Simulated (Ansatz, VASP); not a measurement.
# SnO2 in VASP and in Ansatz

```
Sn O
1.0
     5.43503    0.00000    0.00000
    -2.71751    4.70687    0.00000
     0.00000    0.00000    5.94657
Sn O
3 6
Direct
  0.00000 0.50000 0.33333
  0.50000 0.50000 0.66667
  0.50000 0.00000 0.00000
  0.58451 0.79225 0.83333
  0.79225 0.58451 0.50000
  0.79225 0.20775 0.16667
  0.41549 0.20775 0.83333
  0.20775 0.41549 0.50000
  0.20775 0.79225 0.16667
```

Alike in both runs: task single point; functional PBEsol; k mesh 6 × 6 × 4; occupations gaussian, width 0.1 eV; no spin polarisation.

```csv
,VASP,Ansatz
version,VASP 6.6.1,Ansatz 0.2.0
potentials or method,"VASP PAW PBE potentials, release 64 (Sn_d, O), cutoff 520 eV","scalar-relativistic, plane waves, PAW"
valence electrons in the cell,78,78
```

VASP gave:

```
gap on the k mesh at the Fermi level (eV) : 3.68
least direct gap on the mesh (eV)         : 3.68
rms of the force components (eV/Å)        : 1.678
```

Estimate Ansatz's values.

gap on the k mesh at the Fermi level (eV): 3.69; least direct gap on the mesh (eV): 3.69; rms of the force components (eV/Å): 1.739.

VASP's potentials were made for PBE, not for PBEsol. Atom by atom the forces differ by 0.061 eV/Å (rms over components). The functional is the same, so the differences come from potentials, cutoffs and numerics.
